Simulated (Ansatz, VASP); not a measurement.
**Ge in VASP and in Ansatz**

```
Ge
1.0
     0.01414    2.82877    2.82877
     2.82877    0.01414    2.82877
     2.84291    2.84291    0.00000
Ge
2
Cartesian
  2.8429 2.8429 2.8288
  4.2644 4.2644 4.2432
```

Change from the starting cell: xy shear strain of +1 %, PAW files.

Alike in both runs: task electric field gradients; functional PBE; k mesh 10 × 10 × 10; occupations fermi-dirac, width 0.05 eV; no spin polarisation.

|  | VASP | Ansatz |
| --- | --- | --- |
| version | VASP 6.6.1 | Ansatz 0.2.0 |
| potentials or method | VASP PAW PBE potentials, release 64 (Ge_d) | PAW with Ansatz's default frozen-core files, scalar-relativistic |
| plane-wave cutoff (eV) | 520 | 420 |
| valence electrons in the cell | 28 | 28 |

|  | VASP | Ansatz | Ansatz less VASP |
| --- | --- | --- | --- |
| pressure (GPa) | 3.6 | 3.7 | +0.06 |
| traceless stress, the component that is largest in VASP (GPa) | -0.86 | -0.86 | -0.001 |
| rms of the force components (eV/Å) | 0.053 | 0.054 | +0.0003 |
| size of Vzz on the site where it differs most (V/Å²) | 4.9 | 4.9 | 0.00 |

Atom by atom the forces differ by 0.000 eV/Å (rms over components). With one functional, cell and mesh, what is left measures potentials, basis and numerics.
